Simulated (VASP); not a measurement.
Input of a VASP 6.6.1 run:

Contents of INCAR:

```
SYSTEM = Pd
PREC     = Accurate       ! precision mode
ENCUT    = 520            ! plane-wave cutoff, eV
EDIFF    = 1E-7           ! SCF threshold, eV
ISMEAR   = 0              ! smearing method
SIGMA    = 0.15           ! smearing width, eV
LREAL    = .FALSE.        ! projectors in reciprocal space
LASPH    = .TRUE.         ! aspherical terms in the spheres
NELM     = 60             ! most SCF steps
ALGO     = Normal         ! electronic algorithm
ISIF     = 2              ! what is computed and relaxed
LWAVE    = .FALSE.        ! write WAVECAR
LCHARG   = .TRUE.         ! write CHGCAR
GGA      = PS             ! functional
LELF     = .TRUE.         ! ELF
LVHAR    = .TRUE.       
NBANDS   = 11             ! bands
```

Contents of KPOINTS:

```
regular mesh
0
G
  20 20 20
  0 0 0
```

File POSCAR:

```
Pd
1.0
    0.0000000000      1.9449000000      1.7893080000
    1.9449000000      0.0000000000      1.7893080000
    1.9449000000      1.9449000000      0.0000000000
Pd
1
Direct
    0.0000000000      0.0000000000      0.0000000000
```

Potentials or basis: VASP PAW PBE potentials, release 64 (Pd).

Run with:

```sh
$ cat potpaw_PBE.64/Pd/POTCAR > POTCAR
$ mpirun -np 1 vasp_std > vasp.out
```

(1) What does it give for the band gap on the k mesh?

(2) Estimate the pressure.

Results:

(1) zero (bands 5 and 6 overlap by 2.14 eV).

(2) 17.9 GPa.

Caveat: the cell differs from its parent crystal (strain +0.000 along x and y, -0.080 along z); the cell stands under pressure; the PAW data sets were made with another functional, which shifts forces and pressure a little.
